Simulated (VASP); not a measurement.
Write the native input for VASP 6.6.1 that does the following.

| Item | Value |
| --- | --- |
| Task | single point |
| Functional | PBE |
| Potentials or basis | VASP PAW PBE potentials, release 64 (Be) |
| Cutoff | 520 eV |
| k mesh | 15 × 15 × 8 |
| Occupations | fermi-dirac, width 0.05 eV |
| Spin | no spin polarisation |
| Dipole correction | no |
| Further INCAR settings | ALGO = Normal; EDIFF = 1e-06; NBANDS = 9 |

The structure of Be lies in POSCAR:

```
Be
1.0
    2.2853000000      0.0000000000      0.0000000000
   -1.1426500000      1.9791278553      0.0000000000
    0.0000000000      0.0000000000      3.5842000000
Be
2
Direct
    0.3133333333      0.6566666667      0.2350000000
    0.6866666667      0.3433333333      0.7650000000
```

This cell differs from its parent crystal: shortest bond scaled by 0.94.

The input as run:

INCAR

```
SYSTEM = Be
PREC     = Accurate       ! precision mode
ENCUT    = 520            ! plane-wave cutoff, eV
EDIFF    = 1E-6           ! SCF threshold, eV
ISMEAR   = -1             ! smearing method
SIGMA    = 0.05           ! smearing width, eV
LREAL    = .False.        ! projectors in reciprocal space
LASPH    = .True.         ! aspherical terms in the spheres
NELM     = 80             ! most SCF steps
ALGO     = Normal         ! electronic algorithm
ISIF     = 2              ! what is computed and relaxed
LWAVE    = .False.        ! write WAVECAR
LCHARG   = .False.        ! write CHGCAR
GGA      = PE             ! functional
NBANDS   = 9              ! bands
```

KPOINTS

```
Automatic mesh
0
Gamma
  15 15 8
  0 0 0
```

Potentials or basis: VASP PAW PBE potentials, release 64 (Be).

Run with:

```sh
$ cat potpaw_PBE.64/Be/POTCAR > POTCAR
$ mpirun -np 1 vasp_std > vasp.out
```

It gave:

The pressure is -1.7 GPa, the largest force is 0.891 eV/Å and the band gap on the k mesh is zero (band 2 reaches 7.55 eV, above the bottom of band 3 at 5.81 eV).

Caveat: the cell differs from its parent crystal (shortest bond scaled by 0.94).

Run time: 21 s on 1 thread of Intel(R) Xeon(R) 6975P-C (Granite Rapids) (shared host), peak memory 0.17 GiB.
